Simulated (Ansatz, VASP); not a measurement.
# Rh in VASP and in Ansatz

Contents of INCAR:

```
SYSTEM = Rh
PREC = Accurate
ENCUT = 500
EDIFF = 1E-7
ISMEAR = -1
SIGMA = 0.05
LREAL = .FALSE.
LASPH = .TRUE.
NELM = 200
ALGO = Normal
ISIF = 3
LWAVE = .FALSE.
LCHARG = .FALSE.
LNONCOLLINEAR = .TRUE.
MAGMOM = 0 0 0 0 0 0
LORBIT = 11
LSORBIT = .TRUE.
GGA_COMPAT = .FALSE.
LORBMOM = .TRUE.
LMAXMIX = 4
GGA = PE
IBRION = 2
NSW = 45
EDIFFG = -0.005
NELMIN = 4
KPAR = 4
```

KPOINTS

```
Automatic mesh
0
G
  17 17 10
  0 0 0
```

The input POSCAR:

```
Rh
1.0
    2.7244383188      0.0000000000      0.0000000000
   -1.3622191594      2.3594327952      0.0000000000
    0.0000000000      0.0000000000      4.3911382459
Rh
2
Direct
    0.3333333333      0.6666666667      0.2500000000
    0.6666666667      0.3333333333      0.7500000000
```

Input for Ansatz:

```yaml
crystal:
  lattice:
    - [2.7244383188, 0.0, 0.0]
    - [-1.3622191594, 2.3594327952, 0.0]
    - [0.0, 0.0, 4.3911382459]
  atoms:
    - { symbol: Rh, position: [0.3333333333, 0.6666666667, 0.25] }
    - { symbol: Rh, position: [0.6666666667, 0.3333333333, 0.75] }
kpoints:
  mp_grid: { grid: [17, 17, 10] }
scf:
  occupations: { method: fermi_dirac, width: 0.05 }
hamiltonian:
  xc: pbe
  pseudopotentials: { kind: all_electron, lapw: { basis_error: 0.0005 } }
output:
  forces: true
  stress: true
  eigenvalues: true
  populations: true
relax:
  f_tol: 0.005
  max_steps: 25
  cell: {}
magnetization:
  noncollinear: true
  spin_orbit: true
```

Alike in both runs: task relaxation of cell and atoms; functional PBE; k mesh 17 × 17 × 10; occupations fermi-dirac, width 0.05 eV; non-collinear spin, spin-orbit coupling.

```csv
,VASP,Ansatz
version,VASP 6.6.1,Ansatz 0.2.0
potentials or method,"VASP PAW PBE potentials, release 64 (Rh_pv), cutoff 500 eV",all-electron LAPW
```

```tsv
	VASP	Ansatz	Ansatz less VASP
relaxed volume (Å³/atom)	14.13	14.11	-0.017
relaxed length of the cell vector where the two differ most in proportion (Å)	4.392	4.390	-0.0025
```

Ansatz ran all-electron here, and VASP with PAW potentials.
